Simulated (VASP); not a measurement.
# B4MoRu (F-43m) in VASP: a series of runs, part 2 of 2

VASP 6.6.1. Earlier steps stand in the parts before.

**5. Single point, PBE, collinear spin, ferromagnetic start**

File INCAR:

```
SYSTEM = B4MoRu
PREC = Accurate
ENCUT = 520
EDIFF = 1E-7
ISMEAR = 0
SIGMA = 0.1
LREAL = .FALSE.
LASPH = .TRUE.
NELM = 150
ALGO = Normal
ISIF = 2
LWAVE = .FALSE.
LCHARG = .TRUE.
ISPIN = 2
MAGMOM = 0 0 0 0 1 1
LORBIT = 11
LMAXMIX = 4
GGA = PE
LELF = .TRUE.
LVHAR = .TRUE.
NBANDS = 33
```

File KPOINTS:

```
Automatic mesh
0
G
  6 6 6
  0 0 0
```

File POSCAR:

```
B4MoRu
1.0
    0.0000000000      2.9562422748      2.9562422748
    2.9562422748      0.0000000000      2.9562422748
    2.9562422748      2.9562422748      0.0000000000
B Mo Ru
4 1 1
Direct
    0.3744216789      0.3744216789      0.8767349633
    0.8767349633      0.3744216789      0.3744216789
    0.3744216789      0.3744216789      0.3744216789
    0.3744216789      0.8767349633      0.3744216789
    0.0000000000      0.0000000000      0.0000000000
    0.7500000000      0.7500000000      0.7500000000
```

Potentials or basis: VASP PAW PBE potentials, release 64 (B, Mo_sv, Ru_pv).

Run with:

```sh
$ cat potpaw_PBE.64/B/POTCAR potpaw_PBE.64/Mo_sv/POTCAR potpaw_PBE.64/Ru_pv/POTCAR > POTCAR
$ mpirun -np 1 vasp_std > vasp.out
```

OUTCAR:

```text
SYSTEM = B4MoRu
   PREC = Accurate
   ENCUT = 520
   EDIFF = 1E-7
   ISMEAR = 0
   LREAL = .FALSE.
   LASPH = .TRUE.
   NELM = 150
   ISIF = 2
   ISPIN = 2
   LORBIT = 11
   GGA = PE

 ion  position               nearest neighbor table
   1  0.374  0.374  0.877-   2 2.08   3 2.08   4 2.08   4 2.10   2 2.10   3 2.10   5 2.45   5 2.45
                             5 2.45   6 2.45   6 2.45   6 2.45
   2  0.877  0.374  0.374-   1 2.08   3 2.08   4 2.08   4 2.10   1 2.10   3 2.10   5 2.45   5 2.45
                             5 2.45   6 2.45   6 2.45   6 2.45
   3  0.374  0.374  0.374-   1 2.08   2 2.08   4 2.08   2 2.10   4 2.10   1 2.10   5 2.45   5 2.45
                             5 2.45   6 2.45   6 2.45   6 2.45
   4  0.374  0.877  0.374-   1 2.08   2 2.08   3 2.08   2 2.10   1 2.10   3 2.10   5 2.45   5 2.45
                             5 2.45   6 2.45   6 2.45   6 2.45
   5  0.000  0.000  0.000-   1 2.45   2 2.45   4 2.45   2 2.45   3 2.45   4 2.45   1 2.45   2 2.45
                             3 2.45   1 2.45   3 2.45   4 2.45   6 2.56   6 2.56   6 2.56   6 2.56
   6  0.750  0.750  0.750-   1 2.45   3 2.45   4 2.45   1 2.45   2 2.45   3 2.45   2 2.45   3 2.45
                             4 2.45   1 2.45   2 2.45   4 2.45   5 2.56   5 2.56   5 2.56   5 2.56

  LATTYP: Found a face centered cubic cell.
 ALAT       =     5.9124845496

  Lattice vectors:

 A1 = (   0.0000000000,   2.9562422748,   2.9562422748)
 A2 = (   2.9562422748,   0.0000000000,   2.9562422748)
 A3 = (   2.9562422748,   2.9562422748,   0.0000000000)

Analysis of symmetry for initial positions (statically):
=====================================================================
 Subroutine PRICEL returns:
 Original cell was already a primitive cell.

 Routine SETGRP: Setting up the symmetry group for a
 face centered cubic supercell.

 Subroutine GETGRP returns: Found 24 space group operations
 (whereof 24 operations were pure point group operations)
 out of a pool of 48 trial point group operations.

The static configuration has the point symmetry T_d .

Analysis of symmetry for dynamics (positions and initial velocities):
[... 185 lines left out ...]
      1     -48.7445      1.00000
      2     -31.1013      1.00000
      3     -31.1013      1.00000
      4     -31.1013      1.00000
      5     -22.9782      1.00000
      6     -22.9782      1.00000
[... 549 lines left out ...]
     31      20.6654      0.00000
     32      22.0727      0.00000
 Fermi energy:        12.5778747853

 spin component 2

 k-point     1 :       0.0000    0.0000    0.0000
  band No.  band energies     occupation
      1     -48.7445      1.00000
      2     -31.1013      1.00000
      3     -31.1013      1.00000
      4     -31.1013      1.00000
      5     -22.9781      1.00000
      6     -22.9781      1.00000
[... 549 lines left out ...]
     31      20.6654      0.00000
     32      22.0727      0.00000
 [bands above 32 left out]

------------------------ aborting loop because EDIFF is reached ----------------------------------------

  FORCE on cell =-STRESS in cart. coord.  units (eV):
  Direction    XX          YY          ZZ          XY          YZ          ZX
  --------------------------------------------------------------------------------------
  -------------------------------------------------------------------------------------
  Total        0.0382085      0.0382085      0.0382085     -0.0000000      0.0000000     -0.0000000
  in kB        1.1847315      1.1847315      1.1847315     -0.0000000      0.0000000     -0.0000000
  external PRESSURE =       1.1847315 kB  Pullay stress =       0.0000000 kB

 VOLUME and BASIS-vectors are now :
 -----------------------------------------------------------------------------
  energy-cutoff  :      520.00
  volume of cell :       51.67
      direct lattice vectors                 reciprocal lattice vectors
     0.000000000  2.956242275  2.956242275    -0.169133634  0.169133634  0.169133634
     2.956242275  0.000000000  2.956242275     0.169133634 -0.169133634  0.169133634
     2.956242275  2.956242275  0.000000000     0.169133634  0.169133634 -0.169133634

 POSITION                                       TOTAL-FORCE (eV/Angst)
 -----------------------------------------------------------------------------------
      3.69872      3.69872      2.21376         0.021627      0.021627     -0.021627
      2.21376      3.69872      3.69872        -0.021627      0.021627      0.021627
      2.21376      2.21376      2.21376        -0.021627     -0.021627     -0.021627
      3.69872      2.21376      3.69872         0.021627     -0.021627      0.021627
      0.00000      0.00000      0.00000        -0.000000     -0.000000     -0.000000
      4.43436      4.43436      4.43436        -0.000000     -0.000000     -0.000000
 -----------------------------------------------------------------------------------
    total drift:                               -0.000000     -0.000000     -0.000000

  FREE ENERGIE OF THE ION-ELECTRON SYSTEM (eV)
  ---------------------------------------------------
  free  energy   TOTEN  =       -43.7430049881 eV

  energy  without entropy=      -43.7193208427  energy(sigma->0) =      -43.73116292

 total charge

# of ion       s       p       d       tot
------------------------------------------
    1        0.598   1.077   0.000   1.675
    2        0.598   1.077   0.000   1.675
    3        0.598   1.077   0.000   1.675
    4        0.598   1.077   0.000   1.675
    5        2.306   6.251   4.273  12.829
    6        0.336   6.333   6.247  12.916
--------------------------------------------------
tot          5.035  16.891  10.519  32.445

 magnetization (x)

# of ion       s       p       d       tot
------------------------------------------
    1        0.000   0.000   0.000   0.000
    2        0.000   0.000   0.000   0.000
    3        0.000   0.000   0.000   0.000
    4        0.000   0.000   0.000   0.000
    5        0.000   0.000   0.000   0.000
    6        0.000   0.000   0.000   0.000
--------------------------------------------------
tot          0.000   0.000   0.000   0.000
```

OSZICAR:

```text
N       E                     dE             d eps       ncg     rms          rms(c)
DAV:   1     0.326114010876E+03    0.32611E+03   -0.21290E+04  2112   0.124E+03
DAV:   2    -0.354898877179E+02   -0.36160E+03   -0.34715E+03  2388   0.370E+02
DAV:   3    -0.463118455507E+02   -0.10822E+02   -0.10634E+02  2636   0.639E+01
DAV:   4    -0.464065340067E+02   -0.94688E-01   -0.94530E-01  2333   0.564E+00
DAV:   5    -0.464081337966E+02   -0.15998E-02   -0.15994E-02  2605   0.687E-01    0.359E+01
DAV:   6    -0.451091717011E+02    0.12990E+01   -0.23814E+01  2454   0.284E+01    0.150E+01
DAV:   7    -0.440226158745E+02    0.10866E+01   -0.91206E+00  2339   0.199E+01    0.968E+00
DAV:   8    -0.438231874523E+02    0.19943E+00   -0.21624E+00  2277   0.828E+00    0.632E+00
DAV:   9    -0.437429046977E+02    0.80283E-01   -0.24604E-01  2260   0.290E+00    0.106E+00
DAV:  10    -0.437429522245E+02   -0.47527E-04   -0.79964E-03  2553   0.537E-01    0.214E-01
DAV:  11    -0.437429853565E+02   -0.33132E-04   -0.21774E-04  2579   0.920E-02    0.112E-01
DAV:  12    -0.437430020497E+02   -0.16693E-04   -0.61980E-05  2645   0.544E-02    0.322E-02
DAV:  13    -0.437430055893E+02   -0.35396E-05   -0.64482E-06  2420   0.167E-02    0.109E-02
DAV:  14    -0.437430053109E+02    0.27841E-06   -0.42653E-07  2509   0.420E-03    0.513E-03
DAV:  15    -0.437430050733E+02    0.23755E-06   -0.11224E-07  1542   0.215E-03    0.157E-03
DAV:  16    -0.437430049881E+02    0.85171E-07   -0.20500E-08  1255   0.992E-04
   1 F= -.43743005E+02 E0= -.43731163E+02  d E =-.236841E-01  mag=     0.0000
```

stdout:

```text
POSCAR found type information on POSCAR B MoRu
 POSCAR found :  3 types and       6 ions
 scaLAPACK will be used
 LDA part: xc-table for (Slater+PW92), standard interpolation
 POSCAR, INCAR and KPOINTS ok, starting setup
 FFT: planning ... GRIDC
 FFT: planning ... GRID_SOFT
 FFT: planning ... GRID
 WAVECAR not read
 entering main loop
```

Run time: 2.3 min. Hardware: 1 thread of Intel Xeon 8259CL, shared host; peak memory 0.22 GiB.

Results:

```yaml
Free_energy: -43.7430 eV
Pressure: 0.1 GPa
Largest_force: 0.037 eV/Å
Band_gap_on_the_k_mesh: zero (filled and empty bands overlap)
Net_moment: 0.00 μB per cell
Valence_electrons_inside_the_program's_atomic_spheres: B 1.68; Mo 12.83; Ru 12.92
```

Forces on the atoms (eV/Å):
```
B    0.022  0.022 -0.022
B   -0.022  0.022  0.022
B   -0.022 -0.022 -0.022
B    0.022 -0.022  0.022
Mo   0.000  0.000  0.000
Ru   0.000  0.000  0.000
```

**6. Overview**

| task | spin | cell | cutoff (eV) | gap on the mesh (eV) | pressure (GPa) | largest force (eV/Å) |
| --- | --- | --- | --- | --- | --- | --- |
| single point | off | a = 4.181 Å, angles 60.0°, 6 atoms, atomic positions A | 520 | none | 0.1 | 0.04 |
| single point | off | a = 4.364 Å, angles 60.0°, 6 atoms, atomic positions B | 520 | none | -30.3 | 0.05 |
| relaxation of cell and atoms | off | relaxed from a = 4.364 Å, angles 60.0°, 6 atoms, atomic positions B | 600 | none | -0.2 | 0.04 |
| single point | collinear, ferromagnetic start | a = 4.181 Å, angles 60.0°, 6 atoms, atomic positions A | 520 | none | 0.1 | 0.04 |

Alike in all rows: level PBE; potentials or basis VASP PAW PBE potentials, release 64 (B, Mo_sv, Ru_pv); k mesh 6 × 6 × 6; smearing gaussian 0.1 eV.

Caveats: the cell stands under tension (at least some runs).

Total energies depend on the potentials used, so only differences within one code and one set of settings carry meaning.
